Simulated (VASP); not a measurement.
**KBr: single point with PBE**

Crystal: KBr.

```
K Br
1.0
     5.54385    0.00000    0.00000
    -2.77193    4.80112    0.00000
     0.00000    0.00000    6.46666
K Br
2 2
Direct
  0.33333 0.66667 0.93750
  0.66667 0.33333 0.43750
  0.33333 0.66667 0.43750
  0.66667 0.33333 0.93750
```

This cell differs from its parent crystal: strain -1.3%.

```
Program                : VASP 6.6.1
Task                   : single point
Functional             : PBE
Potentials or basis    : VASP PAW PBE potentials, release 64 (K_sv, Br)
Cutoff                 : 520 eV
k mesh                 : 6 × 6 × 4
Occupations            : fermi-dirac, width 0.02 eV
Spin                   : no spin polarisation
Dipole correction      : no
Further INCAR settings : ALGO = Normal; EDIFF = 1e-06; NBANDS = 24
```

```
Pressure               : 1.0 GPa
Band gap on the k mesh : 4.25 eV, direct
```

Stress tensor (GPa, compression positive):
```
0.88 0.00 0.00
0.00 0.88 0.00
0.00 0.00 1.16
```

Levels at points of the mesh, in eV from the valence-band top:
```
           k point  band 12  band 13  band 14  band 15  band 16  band 17  band 18  band 19  band 20  band 21
(0.00, 0.00, 0.00)    -0.52    -0.52    -0.32    -0.32     0.00     4.25     7.17     7.43     7.43     8.26
(0.50, 0.00, 0.00)    -0.54    -0.50    -0.49    -0.27    -0.16     6.03     6.58     6.70     6.82     7.93
(0.00, 0.00, 0.50)    -0.69    -0.44    -0.44    -0.44    -0.44     5.54     5.54     8.47     8.47     8.47
(0.50, 0.00, 0.50)    -0.98    -0.38    -0.38    -0.31    -0.31     6.31     6.31     8.04     8.04     8.24
```

Run time: 110 s on 1 thread of Intel(R) Xeon(R) Platinum 8259CL CPU @ 2.50GHz (Skylake/Cascade Lake), with other jobs on the host, peak memory 0.32 GiB.

Caveat: the cell differs from its parent crystal (strain -1.3%). A k mesh can miss the band edges.
